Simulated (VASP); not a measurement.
The system is SbP5.

```xyz
6
Lattice="2.2757 -3.5432 0.0000 2.2757 3.5432 0.0000 0.0000 0.0000 7.1064" Properties=species:S:1:pos:R:3 pbc="T T T"
Sb    0.0000    0.0000    3.5532
P     0.0000    0.0000    0.0000
P     1.1379    1.7716    1.5504
P     1.1379   -1.7716    5.5560
P     1.1379    1.7716    5.5560
P     1.1379   -1.7716    1.5504
```

The cell was built from a structure type or drawn by symmetry, and may not be a known phase.

```yaml
Program: VASP 6.6.1
Task: relaxation of cell and atoms
Functional: PBE
Potentials_or_basis: VASP PAW PBE potentials, release 64 (Sb, P)
Cutoff: 600 eV
k_mesh: 4 × 4 × 4
Occupations: gaussian, width 0.1 eV
Spin: no spin polarisation
```

At the start: pressure -0.2 GPa; volume 19.10 Å³/atom.

How do energy, volume and symmetry change on relaxing?

Over 9 steps the energy falls by 11.3 meV/atom and the volume is 19.13 Å³/atom (+0.1 %); space group Cmmm (No. 65, to 0.1 Å) before and after.

The path:
| step | energy change (eV) | largest force (eV/Å) | pressure (GPa) | volume (Å³) |
| --- | --- | --- | --- | --- |
| 1 | 0.0000 | 0.0447 | -0.23 | 114.60 |
| 2 | -0.0406 | 0.0312 | 0.33 | 114.12 |
| 3 | -0.0525 | 0.0064 | 0.97 | 113.64 |
| 4 | -0.0627 | 0.0001 | -0.67 | 115.70 |
| 5 | -0.0633 | 0.0017 | -0.36 | 115.30 |
| 6 | -0.0668 | 0.0111 | -0.31 | 115.22 |
| 7 | -0.0674 | 0.0188 | -0.29 | 115.18 |
| 8 | -0.0676 | 0.0151 | 0.21 | 114.46 |
| 9 | -0.0678 | 0.0167 | 0.00 | 114.76 |

Final structure:
```xyz
6
Lattice="2.2632 -3.7138 0.0000 2.2632 3.7138 0.0000 0.0000 0.0000 6.8270" Properties=species:S:1:pos:R:3 pbc="T T T"
Sb    0.0000    0.0000    3.4135
P     0.0000    0.0000    0.0000
P     1.1316    1.8569    1.4845
P     1.1316   -1.8569    5.3425
P     1.1316    1.8569    5.3425
P     1.1316   -1.8569    1.4845
```

Caveat: the k points lie up to 0.41 Å⁻¹ apart in the final cell, too coarse for converged energies and pressures of a metal.
